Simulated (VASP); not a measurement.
Runs of VASP 6.6.1 on Sn3Ru. The structure is that of space group Fm-3m (No. 225), or close to it. The cells are those of the table. The cell was built from a structure type or drawn by symmetry, and may not be a known phase.

```tsv
task	cell	k mesh	cutoff (eV)	gap on the mesh (eV)	pressure (GPa)	relaxed volume (Å³/atom)
relaxation of cell and atoms	relaxed from a = 4.979 Å, angles 60.0°, 4 atoms	12 × 12 × 12	600	none	0.0	(a)
single point	a = 4.979 Å, angles 60.0°, 4 atoms	4 × 4 × 4	520	none	0.0	-
single point	a = 4.970 Å, angles 60.0°, 4 atoms	12 × 12 × 12	520	none	0.0	-
single point	a = 5.688 Å, angles 60.0°, 4 atoms	4 × 4 × 4	520	none	-12.8	-
relaxation of cell and atoms	relaxed from a = 5.688 Å, angles 60.0°, 4 atoms	4 × 4 × 4	600	none	0.0	21.83
```

Alike in all rows: level PBE; potentials or basis VASP PAW PBE potentials, release 64 (Sn_d, Ru_pv); no spin polarisation; smearing gaussian 0.1 eV.

Problem. Fill in the values left out.

Solution. (a) 21.70.

Caveats: some runs use coarse meshes; spin-orbit coupling is left out, which moves the levels of the heavy elements; the cell stands under tension (at least some runs); the volume moved by over 15 % at a fixed basis, so the end points are rough (at least some runs).

A k mesh can miss the band edges, and the runs leave out spin-orbit coupling on Ru, Sn.

A gap of «none» marks levels without a gap at the run's occupations.
